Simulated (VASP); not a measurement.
The system is K2Lu.

```xyz
6
Lattice="-0.0309 4.6284 4.6435 4.6283 -0.0211 4.6337 4.5641 4.5544 0.0431" Properties=species:S:1:pos:R:3 pbc="T T T"
Lu    4.5811    4.5375    0.2091
Lu    2.2409    2.2190    2.2578
K     5.6590    5.7526    5.9669
K     5.7124    3.5452    3.4049
K     3.4758    3.4082    5.7891
K     3.3993    5.7406    3.5056
```

Base run:

- Program: VASP 6.6.1
- Functional: PBE
- Potentials or basis: VASP PAW PBE potentials, release 64 (Lu, K_sv)
- Cutoff: 520 eV
- k mesh: 4 × 4 × 4, shifted
- Occupations: fermi-dirac, width 0.1 eV
- Spin: no spin polarisation

Its results: band gap on the k mesh zero (bands 43 and 44 overlap by 0.14 eV); pressure 7.4 GPa; largest force 0.492 eV/Å.

Q: The run is repeated on the same cell with these changes: functional from PBE to RPBE. What comes out?

A: Band gap on the k mesh zero (bands 43 and 44 overlap by 0.21 eV); pressure 8.8 GPa; largest force 0.533 eV/Å.

RPBE binds less tightly than PBE, so the same cell stands under more pressure.

Caveats: the cell stands under pressure; spin-orbit coupling is left out, which moves the levels of the heavy elements; the PAW data sets were made with another functional, which shifts forces and pressure a little (at least some runs).
